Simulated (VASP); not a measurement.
Wanted: the native input for a VASP 6.6.1 run.

```yaml
Task: single point
Functional: PBE
Dispersion: D3(BJ)
Potentials_or_basis: VASP PAW PBE potentials, release 64 (Bi_d, H)
Cutoff: 520 eV
k_mesh: 6 × 6 × 1
Occupations: gaussian, width 0.05 eV
Spin: collinear spin
Starting_moments: "[0.0, 0.0, 1.0] μB"
Dipole_correction: yes
Further_INCAR_settings: ALGO = Normal; EDIFF = 1e-07; NBANDS = 26
```

The structure of Bi2H lies in POSCAR:

```
Bi2H
1.0
    4.2790193530      0.0000000000      0.0000000000
   -2.1395096765      3.7057394630      0.0000000000
    0.0000000000      0.0000000000     17.2471505494
Bi H
2 1
Direct
    0.3333333333      0.6666666667      0.3332231914
    0.6666666667      0.3333333333      0.2319223682
    0.3333333333      1.1111111111      0.3725850222
```

The input as run:

INCAR

```
PREC = Accurate
ENCUT = 520
EDIFF = 1E-7
ISMEAR = 0
SIGMA = 0.05
LREAL = F
LASPH = T
NELM = 150
ALGO = Normal
ISIF = 2
LWAVE = F
LCHARG = F
ISPIN = 2
MAGMOM = 0 0 1
LORBIT = 11
LDIPOL = T
IDIPOL = 3
DIPOL = 0.5 0.5 0.313
GGA = PE
IVDW = 12
NBANDS = 26
```

KPOINTS

```
regular mesh
0
Gamma
  6 6 1
```

Potentials or basis: VASP PAW PBE potentials, release 64 (Bi_d, H).

Run with:

```sh
$ cat potpaw_PBE.64/Bi_d/POTCAR potpaw_PBE.64/H/POTCAR > POTCAR
$ mpirun -np 1 vasp_std > vasp.out
```

Results of the run:

- Largest force: 0.945 eV/Å
- Net moment: 0.00 μB per cell
- Valence electrons inside the program's atomic spheres: Bi 12.83, 12.80; H 0.47
- Dispersion energy per atom: -0.175 eV

It took 11 min on 1 thread of Oxide Virtual Turin-like Processor, on a shared host, peak memory 0.54 GiB.
